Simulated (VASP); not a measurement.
Wanted: the native input for a VASP 6.6.1 run.

- Task: single point
- Functional: PBE
- Potentials or basis: VASP PAW PBE potentials, release 64 (Te, Nb_sv)
- Cutoff: 520 eV
- k mesh: 8 × 8 × 7
- Occupations: gaussian, width 0.013 eV
- Spin: no spin polarisation
- Dipole correction: no
- Further INCAR settings: ALGO = Normal; EDIFF = 1e-06; NBANDS = 16

The structure of NbTe lies in POSCAR:

```
NbTe
1.0
    3.7029743866      0.0000000000      0.0000000000
   -1.8514871933      3.2068698884      0.0000000000
    0.0000000000      0.0000000000      3.6942110000
Te Nb
1 1
Direct
    0.6666666667      0.3333333333      0.0000000000
    0.0000000000      0.0000000000      0.5000000000
```

The input as run:

INCAR

```
PREC = Accurate
ENCUT = 520
EDIFF = 1E-6
ISMEAR = 0
SIGMA = 0.013000000000000001
LREAL = False
LASPH = True
NELM = 100
ALGO = Normal
ISIF = 2
LWAVE = False
LCHARG = False
GGA = PE
NBANDS = 16
```

KPOINTS

```
regular mesh
0
Gamma
  8 8 7
```

Potentials or basis: VASP PAW PBE potentials, release 64 (Te, Nb_sv).

Command:

```sh
$ cat potpaw_PBE.64/Te/POTCAR potpaw_PBE.64/Nb_sv/POTCAR > POTCAR
$ mpirun -np 1 vasp_std > vasp.out
```

Results of the run:

The pressure is -0.8 GPa. The band gap on the k mesh is zero (an odd number of electrons rules out a gap without spin polarisation).

Caveat: spin-orbit coupling is left out, which moves the levels of the heavy elements.

Run time: 19 s on 1 thread of Intel(R) Xeon(R) Platinum 8259CL CPU @ 2.50GHz (Skylake/Cascade Lake), with other jobs on the host, peak memory 0.17 GiB.
